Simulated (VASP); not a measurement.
# Zr (Im-3m) in VASP: notebook, part 2 of 2

VASP 6.6.1. The steps go on from the part before.

## 3. Single point, PBE (volume scaled by 0.4)

Input file INCAR:

```
SYSTEM = Zr
PREC     = Accurate       ! precision mode
ENCUT    = 520            ! plane-wave cutoff, eV
EDIFF    = 1E-6           ! SCF threshold, eV
ISMEAR   = -1             ! smearing method
SIGMA    = 0.05           ! smearing width, eV
LREAL    = .False.        ! projectors in reciprocal space
LASPH    = .True.         ! aspherical terms in the spheres
NELM     = 60             ! most SCF steps
ALGO     = Normal         ! electronic algorithm
ISIF     = 2              ! what is computed and relaxed
LWAVE    = .False.        ! write WAVECAR
LCHARG   = .False.        ! write CHGCAR
GGA      = PE             ! functional
NBANDS   = 12             ! bands
```

Input file KPOINTS:

```
regular mesh
0
Gamma
  16 16 16
  0 0 0
```

Input file POSCAR:

```
Zr
1.0
   -1.3172023999      1.3172023999      1.3172023999
    1.3172023999     -1.3172023999      1.3172023999
    1.3172023999      1.3172023999     -1.3172023999
Zr
1
Direct
    0.0000000000      0.0000000000      0.0000000000
```

Potentials or basis: VASP PAW PBE potentials, release 64 (Zr_sv).

Launch:

```sh
$ cat potpaw_PBE.64/Zr_sv/POTCAR > POTCAR
$ mpirun -np 1 vasp_std > vasp.out
```

Wall time 18 s (1 thread of Intel Xeon 8259CL, shared host); peak memory 0.13 GiB.

It converged, with:

| Property | Result |
| --- | --- |
| Free energy | -0.2712 eV |
| Pressure | 411.0 GPa |
| Band gap on the k mesh | zero (band 6 reaches 26.44 eV, above the bottom of band 7 at 21.38 eV) |

Levels at points of the mesh, in eV from the Fermi level:
```tsv
k point	band 3	band 4	band 5	band 6	band 7	band 8	band 9	band 10
(0.00, 0.00, 0.00)	-22.21	-22.21	-1.46	0.39	0.39	0.39	6.27	6.27
(0.50, 0.00, 0.00)	-25.30	-22.69	-6.78	-4.70	8.15	9.40	11.88	13.10
(0.50, 0.50, 0.50)	-28.84	-28.84	-9.95	-9.95	14.05	14.05	14.05	19.32
```

## 4. Single point, PBE (volume scaled by 0.5)

Input file INCAR:

```
ALGO     = Normal         # electronic algorithm
EDIFF    = 1E-7           # SCF threshold, eV
ENCUT    = 520            # plane-wave cutoff, eV
GGA      = PE             # functional
ISIF     = 2              # what is computed and relaxed
ISMEAR   = -1             # smearing method
LASPH    = True           # aspherical terms in the spheres
LCHARG   = False          # write CHGCAR
LREAL    = False          # projectors in reciprocal space
LWAVE    = False          # write WAVECAR
NBANDS   = 12             # bands
NELM     = 80             # most SCF steps
PREC     = Accurate       # precision mode
SIGMA    = 0.05           # smearing width, eV
```

Input file KPOINTS:

```
k-points
0
Gamma
  16 16 16
```

Input file POSCAR:

```
Zr
1.0
   -1.4189132720      1.4189132720      1.4189132720
    1.4189132720     -1.4189132720      1.4189132720
    1.4189132720      1.4189132720     -1.4189132720
Zr
1
Direct
    0.0000000000      0.0000000000      0.0000000000
```

Potentials or basis: VASP PAW PBE potentials, release 64 (Zr_sv).

Launch:

```sh
$ cat potpaw_PBE.64/Zr_sv/POTCAR > POTCAR
$ mpirun -np 1 vasp_std > vasp.out
```

OUTCAR:

```text
EDIFF = 1E-7
   ENCUT = 520
   GGA = PE
   ISIF = 2
   ISMEAR = -1
   LASPH = True
   LREAL = False
   NELM = 80
   PREC = Accurate

 ion  position               nearest neighbor table
   1  0.000  0.000  0.000-

  LATTYP: Found a body centered cubic cell.
 ALAT       =     2.8378265440

  Lattice vectors:

 A1 = (  -1.4189132720,   1.4189132720,   1.4189132720)
 A2 = (   1.4189132720,  -1.4189132720,   1.4189132720)
 A3 = (   1.4189132720,   1.4189132720,  -1.4189132720)

Analysis of symmetry for initial positions (statically):
=====================================================================
 Subroutine PRICEL returns:
 Original cell was already a primitive cell.

 Routine SETGRP: Setting up the symmetry group for a
 body centered cubic supercell.

 Subroutine GETGRP returns: Found 48 space group operations
 (whereof 48 operations were pure point group operations)
 out of a pool of 48 trial point group operations.

The static configuration has the point symmetry O_h .

Analysis of symmetry for dynamics (positions and initial velocities):
[... 156 lines left out ...]
 E-fermi :  19.1946     XC(G=0): -14.7981

 val. band max:       19.1886525140   @ k =   0.1250   0.1250   0.0000
 cond. band min:      19.2048724517   @ k =  -0.3750  -0.3750   0.0625
 fundamental gap:      0.0162199377
 Fermi energy:        19.1946160842

 k-point     1 :       0.0000    0.0000    0.0000
  band No.  band energies     occupation
      1     -30.1375      2.00000
      2      -4.0494      2.00000
      3      -4.0494      2.00000
      4      -4.0494      2.00000
      5      15.2963      2.00000
      6      20.1109      0.00000
      7      20.1109      0.00000
      8      20.1109      0.00000
      9      25.0090      0.00000
     10      25.0090      0.00000
     11      33.4785      0.00000
     12      33.4785      0.00000
[... 331 lines left out ...]
 k-point    24 :       0.2500    0.1875    0.0000
  band No.  band energies     occupation
      1     -28.4886      2.00000
      2      -9.1817      2.00000
      3      -6.3809      2.00000
      4      -4.7237      2.00000
      5      15.9684      2.00000
      6      17.5102      2.00000
      7      21.4882      0.00000
      8      24.1336      0.00000
      9      27.5967      0.00000
     10      31.4606      0.00000
     11      36.8662      0.00000
     12      39.9742      0.00000

 [... further k-points ...]
[... 5 lines left out ...]
  --------------------------------------------------------------------------------------
  -------------------------------------------------------------------------------------
  Total       14.1339504     14.1339504     14.1339504     -0.0000000      0.0000000     -0.0000000
  in kB     1981.7396564   1981.7396564   1981.7396564     -0.0000000      0.0000000     -0.0000000
  external PRESSURE =    1981.7396564 kB  Pullay stress =       0.0000000 kB

 VOLUME and BASIS-vectors are now :
 -----------------------------------------------------------------------------
  energy-cutoff  :      520.00
  volume of cell :       11.43
      direct lattice vectors                 reciprocal lattice vectors
    -1.418913272  1.418913272  1.418913272     0.000000000  0.352382355  0.352382355
     1.418913272 -1.418913272  1.418913272     0.352382355  0.000000000  0.352382355
     1.418913272  1.418913272 -1.418913272     0.352382355  0.352382355  0.000000000

 POSITION                                       TOTAL-FORCE (eV/Angst)
 -----------------------------------------------------------------------------------
      0.00000      0.00000      0.00000        -0.000000     -0.000000      0.000000
 -----------------------------------------------------------------------------------
    total drift:                                0.000000     -0.000000      0.000000

  FREE ENERGIE OF THE ION-ELECTRON SYSTEM (eV)
  ---------------------------------------------------
  free  energy   TOTEN  =        -4.3686655566 eV

  energy  without entropy=       -4.3649276409  energy(sigma->0) =       -4.36679660
```

stdout:

```text
POSCAR found type information on POSCAR Zr
 POSCAR found :  1 types and       1 ions
 scaLAPACK will be used
 LDA part: xc-table for (Slater+PW92), standard interpolation
 POSCAR, INCAR and KPOINTS ok, starting setup
 FFT: planning ... GRIDC
 FFT: planning ... GRID_SOFT
 FFT: planning ... GRID
 WAVECAR not read
 entering main loop
```

Wall time 25 s (1 thread of Intel Xeon 8259CL, shared host); peak memory 0.13 GiB.

What came out:

```
Free energy            : -4.3687 eV
Pressure               : 198.2 GPa
Band gap on the k mesh : zero (band 6 reaches 20.46 eV, above the bottom of band 7 at 17.33 eV)
```
